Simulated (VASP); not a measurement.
Runs of VASP 6.6.1 on Au. The structure is that of space group Pm-3m (No. 221), or close to it. The cells are those of the table. This isn't the form of Au at room conditions, which is fcc.

```csv
task,cell,k mesh,cutoff (eV),gap on the mesh (eV),pressure (GPa)
relaxation of cell and atoms,"relaxed from a = 2.636 Å, 1 atom",12 × 12 × 12,600,none,0.0
single point,"a = 2.633 Å, 1 atom",13 × 13 × 13,520,none,19.0
single point,"a = 2.854 Å, 1 atom",13 × 13 × 13,520,none,(a)
single point,"a = 2.711 Å, 1 atom",13 × 13 × 13,520,none,4.6
single point,"a = 2.748 Å, 1 atom",12 × 12 × 12,520,none,-0.2
```

Alike in all rows: level PBE; potentials or basis VASP PAW PBE potentials, release 64 (Au); no spin polarisation; smearing fermi-dirac 0.1 eV.

Q: Fill in the values left out.

A: (a) -8.7.

Caveats: spin-orbit coupling is left out, which moves the levels of the heavy elements; the cell stands under pressure (at least some runs); the cell stands under tension (at least some runs).

A k mesh can miss the band edges, and the runs leave out spin-orbit coupling on Au.

A gap of «none» marks levels without a gap at the run's occupations.
